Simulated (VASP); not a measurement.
# PbS (zincblende type) (F-43m) in VASP: notebook, part 2 of 2

VASP 6.6.1.

## Step 6: Single point, PBE (volume scaled by 1.05)

Contents of INCAR:

```
  ALGO = Normal
  EDIFF = 1E-7
  ENCUT = 520
  GGA = PE
  ISIF = 2
  ISMEAR = -1
  LASPH = T
  LCHARG = F
  LREAL = F
  LWAVE = F
  NBANDS = 17
  NELM = 80
  PREC = Accurate
  SIGMA = 0.03
```

Contents of KPOINTS:

```
k-points
0
Gamma
  11 11 11
```

Contents of POSCAR:

```
PbS
1.0
    0.0000000000      3.3767142599      3.3767142599
    3.3767142599      0.0000000000      3.3767142599
    3.3767142599      3.3767142599      0.0000000000
Pb S
1 1
Direct
    0.0000000000      0.0000000000      0.0000000000
    0.2500000000      0.2500000000      0.2500000000
```

Potentials or basis: VASP PAW PBE potentials, release 64 (Pb_d, S).

Run with:

```bash
> cat potpaw_PBE.64/Pb_d/POTCAR potpaw_PBE.64/S/POTCAR > POTCAR
> mpirun -np 1 vasp_std > vasp.out
```

OUTCAR:

```text
EDIFF = 1E-7
   ENCUT = 520
   GGA = PE
   ISIF = 2
   ISMEAR = -1
   LASPH = T
   LREAL = F
   NELM = 80
   PREC = Accurate

 ion  position               nearest neighbor table
   1  0.000  0.000  0.000-   2 2.92   2 2.92   2 2.92   2 2.92
   2  0.250  0.250  0.250-   1 2.92   1 2.92   1 2.92   1 2.92

  LATTYP: Found a face centered cubic cell.
 ALAT       =     6.7534285198

  Lattice vectors:

 A1 = (   0.0000000000,   3.3767142599,   3.3767142599)
 A2 = (   3.3767142599,   0.0000000000,   3.3767142599)
 A3 = (   3.3767142599,   3.3767142599,   0.0000000000)

Analysis of symmetry for initial positions (statically):
=====================================================================
 Subroutine PRICEL returns:
 Original cell was already a primitive cell.

 Routine SETGRP: Setting up the symmetry group for a
 face centered cubic supercell.

 Subroutine GETGRP returns: Found 24 space group operations
 (whereof 24 operations were pure point group operations)
 out of a pool of 48 trial point group operations.

The static configuration has the point symmetry T_d .

Analysis of symmetry for dynamics (positions and initial velocities):
=====================================================================
 Subroutine PRICEL returns:
 Original cell was already a primitive cell.

 Routine SETGRP: Setting up the symmetry group for a
 face centered cubic supercell.

 Subroutine GETGRP returns: Found 24 space group operations
 (whereof 24 operations were pure point group operations)
 out of a pool of 48 trial point group operations.

The dynamic configuration has the point symmetry T_d .

 Subroutine INISYM returns: Found 24 space group operations
 (whereof 24 operations are pure point group operations),
[... 102 lines left out ...]
   ISIF   =      2    stress and relaxation
   ISYM   =      2    0-nonsym 1-usesym 2-fastsym
   POTIM  = 0.5000    time-step for ionic-motion
   TEBEG  =    0.0;   TEEND  =   0.0 temperature during run
   PSTRESS=    0.0 pullay stress
   NELECT =      20.0000    total number of electrons
   NUPDOWN=      -1.0000    fix difference up-down
   EMIN   =  10.00;   EMAX   =-10.00  energy-range for DOS
   EFERMI =   0.00;   METHOD = LEGACY
   ISMEAR =    -1;   SIGMA  =   0.03  broadening in eV -4-tet -1-fermi 0-gaus
   EFERMI_NEDOS =   21; number of points for ismear=-14 and -15
   IALGO  =     38    algorithm
   IMIX   =      4    mixing-type and parameters
     AMIX     =   0.40;   BMIX     =  1.00
     AMIX_MAG =   1.60;   BMIX_MAG =  1.00
  volume/ion in A,a.u.               =      38.50       259.82
  Fermi-wavevector in a.u.,A,eV,Ry     =   1.044513  1.973843 14.844057  1.091007
  Thomas-Fermi vector in A             =   2.179269
   LORBIT       =      0    0 simple, 1 ext, 2 COOP (PROOUT), +10 PAW based schemes
   GGA     = PE    functional components
   LHFCALC =     F    Hartree Fock is set to
   AEXX    =    0.0000 exact exchange contribution
   IVDW    =     0    specifies the selected vdW correction
   LEPSILON=     F    determine dielectric tensor
   LRPA    =     F    only Hartree local field effects (RPA)
 non-spin polarized calculation
  energy-cutoff  :      520.00
  volume of cell :       77.00
 maximum number of plane-waves:      2102
   NGX = 17   NGY = 17   NGZ = 17

 number of electron      20.0000003 magnetization

 Free energy of the ion-electron system (eV)
  ---------------------------------------------------
  ext. energy  EPLUGINS =         0.00000000
  ---------------------------------------------------
  free energy    TOTEN  =        -8.39132415 eV

  energy without entropy =       -8.39132415  energy(sigma->0) =       -8.39132415

 E-fermi :   2.7307     XC(G=0):  -7.6406

 val. band max:        2.2012349555   @ k =  -0.2727   0.4545   0.1818
 cond. band min:       3.2129713217   @ k =   0.4545   0.4545   0.0000
 fundamental gap:      1.0117363662
 Fermi energy:         2.7306803114

 k-point     1 :       0.0000    0.0000    0.0000
  band No.  band energies     occupation
      1     -14.3595      2.00000
      2     -14.3595      2.00000
      3     -14.3595      2.00000
      4     -14.3354      2.00000
      5     -14.3354      2.00000
      6      -9.9341      2.00000
[... 457 lines left out ...]
      4     -14.3358      2.00000
      5     -14.3331      2.00000
      6      -9.5570      2.00000
[... 9 lines left out ...]
     16      10.1631      0.00000
     17      12.4034      0.00000

 [... further k-points ...]
[... 5 lines left out ...]
  --------------------------------------------------------------------------------------
  -------------------------------------------------------------------------------------
  Total       -0.7487054     -0.7487054     -0.7487054     -0.0000000      0.0000000     -0.0000000
  in kB      -15.5778900    -15.5778900    -15.5778900     -0.0000000      0.0000000     -0.0000000
  external PRESSURE =     -15.5778900 kB  Pullay stress =       0.0000000 kB

 VOLUME and BASIS-vectors are now :
 -----------------------------------------------------------------------------
  energy-cutoff  :      520.00
  volume of cell :       77.00
      direct lattice vectors                 reciprocal lattice vectors
     0.000000000  3.376714260  3.376714260    -0.148072938  0.148072938  0.148072938
     3.376714260  0.000000000  3.376714260     0.148072938 -0.148072938  0.148072938
     3.376714260  3.376714260  0.000000000     0.148072938  0.148072938 -0.148072938

 POSITION                                       TOTAL-FORCE (eV/Angst)
 -----------------------------------------------------------------------------------
      0.00000      0.00000      0.00000         0.000000      0.000000      0.000000
      1.68836      1.68836      1.68836        -0.000000     -0.000000     -0.000000
 -----------------------------------------------------------------------------------
    total drift:                                0.000000      0.000000      0.000000

  FREE ENERGIE OF THE ION-ELECTRON SYSTEM (eV)
  ---------------------------------------------------
  free  energy   TOTEN  =        -8.3913241464 eV

  energy  without entropy=       -8.3913241453  energy(sigma->0) =       -8.39132415
```

stdout:

```text
POSCAR found type information on POSCAR PbS
 POSCAR found :  2 types and       2 ions
 scaLAPACK will be used
 LDA part: xc-table for (Slater+PW92), standard interpolation
 POSCAR, INCAR and KPOINTS ok, starting setup
 FFT: planning ... GRIDC
 FFT: planning ... GRID_SOFT
 FFT: planning ... GRID
 WAVECAR not read
 entering main loop
```

Wall time 3 min (1 thread of AMD EPYC 7R13, shared host); peak memory 0.21 GiB.

Results:

```yaml
Free_energy: -8.3913 eV
Pressure: -1.6 GPa
Band_gap_on_the_k_mesh: 1.01 eV, indirect (least direct gap 1.37 eV)
```

Caveat: spin-orbit coupling is left out, which moves the levels of the heavy elements. A k mesh can miss the band edges.

## Step 7: The runs side by side

```tsv
cell	gap on the mesh (eV)	pressure (GPa)
a = 4.659 Å, angles 60.0°, 2 atoms	0.86	0.9
a = 4.698 Å, angles 60.0°, 2 atoms	0.92	0.0
a = 4.737 Å, angles 60.0°, 2 atoms	0.97	-0.8
a = 4.775 Å, angles 60.0°, 2 atoms	1.01	-1.6
```

Alike in all rows: task single point; level PBE; potentials or basis VASP PAW PBE potentials, release 64 (Pb_d, S); no spin polarisation; k mesh 11 × 11 × 11; cutoff (eV) 520; smearing fermi-dirac 0.03 eV.

Caveats: spin-orbit coupling is left out, which moves the levels of the heavy elements.

Absolute energies hang on the potentials; compare differences alone.
